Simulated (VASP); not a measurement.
Crystal: Pt.

```
Pt
1.0
     2.76067    0.00000    0.00000
    -1.38033    2.39081    0.00000
     0.00000    0.00000    4.79213
Pt
2
Direct
  0.66667 0.33333 0.75000
  0.33333 0.66667 0.25000
```

* Program: VASP 6.6.1
* Task: relaxation of cell and atoms
* Functional: LDA
* Potentials or basis: VASP PAW LDA potentials, release 64 (Pt)
* Cutoff: 600 eV
* k mesh: 10 × 10 × 5
* Occupations: fermi-dirac, width 0.05 eV
* Spin: no spin polarisation

At the start: pressure -15.2 GPa; volume 15.81 Å³/atom.

Where does the relaxation end?

Over 6 steps the energy falls by 46.4 meV/atom and the volume is 14.89 Å³/atom (-5.8 %); space group P6_3/mmc (No. 194, to 0.05 Å).

The path:
| step | energy change (eV) | largest force (eV/Å) | pressure (GPa) | volume (Å³) |
| --- | --- | --- | --- | --- |
| 1 | 0.0000 | 0.0000 | -15.20 | 31.63 |
| 2 | 0.8418 | 0.0000 | 77.73 | 25.25 |
| 3 | -0.0912 | 0.0000 | -1.13 | 29.93 |
| 4 | -0.0915 | 0.0000 | -0.29 | 29.84 |
| 5 | -0.0916 | 0.0000 | 0.03 | 29.81 |
| 6 | -0.0927 | 0.0000 | 0.10 | 29.78 |

Final structure:
```
Pt
1.0
     2.71324    0.00000    0.00000
    -1.35662    2.34973    0.00000
     0.00000    0.00000    4.67180
Pt
2
Direct
  0.66667 0.33333 0.75000
  0.33333 0.66667 0.25000
```
